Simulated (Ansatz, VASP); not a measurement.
# Two plane-wave programs on SiO2

```
Si O
1.0
    -0.06954    2.21727    2.21727
     2.21727   -0.06954    2.21727
     2.21727    2.21727   -0.06954
Si O
1 2
Cartesian
  0.0000 0.0000 0.0000
  1.0882 1.0882 1.0882
  3.2768 3.2768 3.2768
```

Change from the starting cell: epitaxial_111 strain +1.0%.

Alike in both runs: task single point; functional HSE06; k mesh 6 × 6 × 6; no spin polarisation.

|  | VASP | Ansatz |
| --- | --- | --- |
| version | VASP 6.6.1 | Ansatz 0.2.0 |
| potentials or method | VASP PAW PBE potentials, release 64 (Si, O) | plane waves, PAW |
| plane-wave cutoff (eV) | 520 | 420 |
| occupations | gaussian, width 0.01 eV | fixed |
| valence electrons in the cell | 16 | 16 |

Ansatz gave:

```
gap on the k mesh at the Fermi level (eV)                     : 3.71
pressure (GPa)                                                : 1.7
traceless stress, the component that is largest in VASP (GPa) : -3.15
rms of the force components (eV/Å)                            : 0.014
```

What did VASP give for the same quantities?

gap on the k mesh at the Fermi level (eV): 3.68; pressure (GPa): 2.0; traceless stress, the component that is largest in VASP (GPa): -3.10; rms of the force components (eV/Å): 0.013.

Atom by atom the forces differ by 0.001 eV/Å (rms over components). Ansatz's warnings: stress exchange threshold loose, stress scf threshold loose.
